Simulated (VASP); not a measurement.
A run of VASP 6.6.1 is set up as follows.

Contents of INCAR:

```
SYSTEM = Li6AlB3
  PREC = Accurate
  ENCUT = 520
  EDIFF = 1E-6
  ISMEAR = 0
  SIGMA = 0.1
  LREAL = .FALSE.
  LASPH = .TRUE.
  NELM = 60
  ALGO = Fast
  ISIF = 2
  LWAVE = .FALSE.
  LCHARG = .TRUE.
  GGA = PE
  LELF = .TRUE.
  LVHAR = .TRUE.
  NBANDS = 26
```

KPOINTS

```
Automatic mesh
0
G
  8 8 8
  0 0 0
```

POSCAR

```
Li6AlB3
1.0
    5.5713263598      0.0000000000      0.0000000000
    0.0000000000      5.5713263598      0.0000000000
    0.0000000000      0.0000000000      5.5713263598
Li Al B
6 1 3
Direct
    0.6641070691      0.5000000000      0.0000000000
    0.3358929309      0.5000000000      0.0000000000
    0.0000000000      0.6641070691      0.5000000000
    0.0000000000      0.3358929309      0.5000000000
    0.5000000000      0.0000000000      0.6641070691
    0.5000000000      0.0000000000      0.3358929309
    0.0000000000      0.0000000000      0.0000000000
    0.5000000000      0.0000000000      0.0000000000
    0.0000000000      0.5000000000      0.0000000000
    0.0000000000      0.0000000000      0.5000000000
```

Potentials or basis: VASP PAW PBE potentials, release 64 (Li_sv, Al, B).

The run is started by

```console
$ cat potpaw_PBE.64/Li_sv/POTCAR potpaw_PBE.64/Al/POTCAR potpaw_PBE.64/B/POTCAR > POTCAR
$ mpirun -np 1 vasp_std > vasp.out
```

What does it give for the band gap on the k mesh?

Zero (band 15 reaches 1.86 eV, above the bottom of band 16 at 1.09 eV).

Estimate the largest force.

0.054 eV/Å.

Forces in eV/Å, atoms in the order of the input:
```
Li  -0.054  0.000  0.000
Li   0.054  0.000  0.000
Li   0.000 -0.054  0.000
Li   0.000  0.054  0.000
Li   0.000  0.000 -0.054
Li   0.000  0.000  0.054
Al   0.000  0.000  0.000
B    0.000  0.000  0.000
B    0.000  0.000  0.000
B    0.000  0.000  0.000
```
